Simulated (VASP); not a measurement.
The system is Fe.

```
Fe
1.0
    -1.44550    1.44550    1.44550
     1.44550   -1.44550    1.44550
     1.44550    1.44550   -1.44550
Fe
1
Direct
  0.00000 0.00000 0.00000
```

Base run:

- Program: VASP 6.6.1
- Functional: PBEsol
- Potentials or basis: VASP PAW PBE potentials, release 64 (Fe)
- Cutoff: 520 eV
- k mesh: 12 × 12 × 12
- Occupations: fermi-dirac, width 0.1 eV
- Spin: collinear spin, ferromagnetic start
- Starting moments: [4.92] μB
- Fixed moment: 4.92 μB
- Hubbard terms: Fe d U = 5.3 eV

Its results: pressure 86.3 GPa; site moments Fe +4.75 μB.

Q: After a change of settings the same cell gave: pressure 55.9 GPa; site moments Fe +4.24 μB. Which change was it?
A. fixed moment from 4.92 μB to 3.69 μB; moments at the start from [4.92] to [3.69]
B. fixed moment from 4.92 μB to 0.62 μB; moments at the start from [4.92] to [0.62]
C. fixed moment from 4.92 μB to none; moments at the start from [4.92] to [4.0]
D. fixed moment from 4.92 μB to 4.31 μB; moments at the start from [4.92] to [4.31]

A: D.

Caveats: the PAW data sets were made with another functional, which shifts forces and pressure a little; the total moment is fixed, so each spin has its own Fermi level; the U is typed as a test and isn't derived for this compound.
